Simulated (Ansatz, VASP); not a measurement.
## ZnO in VASP and in Ansatz

File POSCAR:

```
ZnO
1.0
    3.2300572048      0.0000000000      0.0000000000
   -1.6150286024      2.7973115950      0.0000000000
    0.0000000000      0.0000000000      5.2141142705
Zn O
2 2
Direct
    0.3333333333      0.6666666667      0.5000326396
    0.6666666667      0.3333333333      0.0000326396
    0.6666666667      0.3333333333      0.3789773604
    0.3333333333      0.6666666667      0.8789773604
```

The input INCAR.step1:

```
SYSTEM = ZnO
PREC = Accurate
ENCUT = 910
ISMEAR = 0
SIGMA = 0.02
LREAL = .FALSE.
LASPH = .TRUE.
NELM = 120
NBANDS = 26
GGA = PE
ALGO = Normal
EDIFF = 1E-5
LWAVE = .TRUE.
LCHARG = .FALSE.
GGA_COMPAT = .FALSE.
```

Contents of INCAR.step2:

```
SYSTEM = ZnO
PREC = Accurate
ENCUT = 910
EDIFF = 1E-6
ISMEAR = 0
SIGMA = 0.02
LREAL = .FALSE.
LASPH = .TRUE.
NELM = 120
ALGO = Normal
ISIF = 2
LWAVE = .FALSE.
LCHARG = .FALSE.
METAGGA = R2SCAN
LMIXTAU = .TRUE.
NBANDS = 26
ISTART = 1
GGA_COMPAT = .FALSE.
```

Contents of KPOINTS:

```
regular mesh
0
G
  9 9 6
  0 0 0
```

Input for Ansatz:

```yaml
crystal:
  lattice:
    - [3.2300572048, 0.0, 0.0]
    - [-1.6150286024, 2.797311595, 0.0]
    - [0.0, 0.0, 5.2141142705]
  atoms:
    - { symbol: Zn, position: [0.3333333333, 0.6666666667, 0.5000326396] }
    - { symbol: Zn, position: [0.6666666667, 0.3333333333, 3.26396e-05] }
    - { symbol: O, position: [0.6666666667, 0.3333333333, 0.3789773604] }
    - { symbol: O, position: [0.3333333333, 0.6666666667, 0.8789773604] }
basis:
  ecutwfc: 500
kpoints:
  mp_grid: { grid: [9, 9, 6] }
  band_path:
    path:
      - [0.0, 0.0, 0.0]
      - [0.5, 0.0, 0.0]
      - [0.3333333333, 0.3333333333, 0.0]
      - [0.0, 0.0, 0.5]
      - [0.5, 0.0, 0.5]
      - [0.3333333333, 0.3333333333, 0.5]
    npoints: 1
hamiltonian:
  xc: r2scan
scf:
  occupations: { method: gaussian, width: 0.02 }
  n_extra_bands: 5
output:
  forces: true
  stress: true
  eigenvalues: true
  write_density: true
  write_potential: true
  elf: true
  volumetric_format: npy
```

Alike in both runs: task single point; functional r2SCAN; k mesh 9 × 9 × 6; occupations gaussian, width 0.02 eV; no spin polarisation.

|  | VASP | Ansatz |
| --- | --- | --- |
| version | VASP 6.6.1 | Ansatz 0.2.0 |
| potentials or method | VASP PAW PBE potentials, release 64 (Zn, O_h), cutoff 910 eV | scalar-relativistic, plane waves, PAW |
| valence electrons in the cell | 36 | 36 |

|  | VASP | Ansatz | Ansatz less VASP |
| --- | --- | --- | --- |
| gap on the k mesh at the Fermi level (eV) | 1.24 | 1.24 | +0.001 |
| least direct gap on the mesh (eV) | 1.24 | 1.24 | +0.001 |

VASP's potentials were made for PBE, not for r2SCAN.

Noted on VASP's run: the cutoff is short for stress, so the pressure is rough.
